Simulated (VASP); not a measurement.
Write the native input for VASP 6.6.1 that does the following.

```yaml
Task: single point
Functional: PBEsol
Potentials_or_basis: VASP PAW PBE potentials, release 64 (C)
Cutoff: 520 eV
k_mesh: 11 × 6 × 1
Occupations: gaussian, width 0.05 eV
Spin: no spin polarisation
Dipole_correction: yes
Further_INCAR_settings: ALGO = Normal; EDIFF = 1e-07; NBANDS = 41
```

The structure of C lies in POSCAR:

```
C
1.0
    2.4588653568      0.0000000000      0.0000000000
   -0.0082156207      4.6028676067      0.0000000000
    0.0000000000      0.0000000000     25.6256818996
C
14
Direct
    0.7493775874      0.8188064835      0.3034438604
    0.2490606928      0.7252499795      0.3206219424
    0.2483373069      0.5077306909      0.3626061901
    0.7479991364      0.4066003165      0.3827712434
    0.7473266564      0.2039358261      0.4251295200
    0.2470027063      0.1055654835      0.4462645863
    0.2463495627      0.9090701949      0.4893175742
    0.7460291954      0.8118227398      0.5106897313
    0.7453758206      0.6153125200      0.5537394616
    0.2450516203      0.5169267471      0.5748726655
    0.2443785395      0.3142308141      0.6172278134
    0.7440404747      0.2130846975      0.6373915864
    0.7433152877     -0.0044571213      0.6793727223
    0.2429985251      0.9019721693      0.6965511026
```

One way to write it, as run:

INCAR

```
  PREC = Accurate
  ENCUT = 520
  EDIFF = 1E-7
  ISMEAR = 0
  SIGMA = 0.05
  LREAL = F
  LASPH = T
  NELM = 80
  ALGO = Normal
  ISIF = 2
  LWAVE = F
  LCHARG = T
  LDIPOL = T
  IDIPOL = 3
  DIPOL = 0.5 0.5 0.500
  GGA = PS
  LELF = T
  LVHAR = T
  LVACPOTAV = T
  NBANDS = 41
```

KPOINTS

```
Automatic mesh
0
Gamma
  11 6 1
```

Potentials or basis: VASP PAW PBE potentials, release 64 (C).

Launch:

```console
$ cat potpaw_PBE.64/C/POTCAR > POTCAR
$ mpirun -np 1 vasp_std > vasp.out
```

It gave:

```
Largest force          : 0.045 eV/Å
Band gap on the k mesh : zero (bands 28 and 29 overlap by 0.45 eV)
```

Caveat: the PAW data sets were made with another functional, which shifts forces and pressure a little.

Wall time 9.7 min on 1 thread of Intel(R) Xeon(R) 6975P-C (Granite Rapids), on a shared host, peak memory 0.48 GiB.
